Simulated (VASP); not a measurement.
A run of VASP 6.6.1:

File INCAR:

```
SYSTEM = NaI
ALGO = Normal ; EDIFF = 1E-8
ENCUT = 520 ; GGA = CA
ISIF = 2 ; ISMEAR = -1
LASPH = .TRUE. ; LCHARG = .FALSE.
LEFG = .TRUE. ; LREAL = .FALSE.
LWAVE = .FALSE. ; NBANDS = 14
NELM = 100 ; PREC = Accurate
SIGMA = 0.02
```

File KPOINTS:

```
k-points
0
G
  8 8 8
  0 0 0
```

File POSCAR:

```
NaI
1.0
    0.0000000000      3.1926595029      3.1926595029
    3.1926595029      0.0000000000      3.1926595029
    3.1926595029      3.1926595029      0.0000000000
Na I
1 1
Direct
    0.0000000000      0.0000000000      0.0000000000
    0.5000000000      0.5000000000      0.5000000000
```

Potentials or basis: VASP PAW LDA potentials, release 64 (Na_pv, I).

Launch:

```sh
$ cat potpaw_LDA.64/Na_pv/POTCAR potpaw_LDA.64/I/POTCAR > POTCAR
$ mpirun -np 1 vasp_std > vasp.out
```

Hardware: 1 thread of Intel(R) Xeon(R) Platinum 8488C (Sapphire Rapids), on a shared host.

How long does it take, and how much memory?

It took 24 s on 1 thread of Intel(R) Xeon(R) Platinum 8488C (Sapphire Rapids) (shared host), peak memory 0.18 GiB. Counts: scf iterations 12, k points 29.
